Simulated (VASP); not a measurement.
A run of VASP 6.6.1:

INCAR

```
SYSTEM = Hf2WS2
PREC = Accurate
ENCUT = 520
EDIFF = 1E-7
ISMEAR = 0
SIGMA = 0.1
LREAL = .False.
LASPH = .True.
NELM = 150
ALGO = Normal
ISIF = 2
LWAVE = .False.
LCHARG = .False.
ISPIN = 2
MAGMOM = 0 0 0 0 0
LORBIT = 11
LMAXMIX = 4
GGA = PE
NBANDS = 35
```

KPOINTS

```
Automatic mesh
0
Gamma
  6 6 4
  0 0 0
```

POSCAR

```
Hf2WS2
1.0
    4.1750941900      0.0000000000      0.0000000000
   -2.0875470900      3.6157376300      0.0000000000
    0.0000000000      0.0000000000      6.8036313200
Hf W S
2 1 2
Direct
    0.0000000000      0.0000000000      0.1906487700
    0.0000000000      0.0000000000      0.8093512300
    0.0000000000      0.0000000000      0.5000000000
    0.3333333300      0.6666666700      0.0376460300
    0.6666666700      0.3333333300      0.9623539700
```

Potentials or basis: VASP PAW PBE potentials, release 64 (Hf_pv, W_sv, S).

Run with:

```sh
$ cat potpaw_PBE.64/Hf_pv/POTCAR potpaw_PBE.64/W_sv/POTCAR potpaw_PBE.64/S/POTCAR > POTCAR
$ mpirun -np 1 vasp_std > vasp.out
```

Hardware: 1 thread of Intel(R) Xeon(R) 6975P-C (Granite Rapids), on a shared host.

Question: Estimate the wall time of this run.

Answer: It took 78 s on 1 thread of Intel(R) Xeon(R) 6975P-C (Granite Rapids) (shared host), peak memory 0.35 GiB. Counts: scf iterations 15, k points 24.
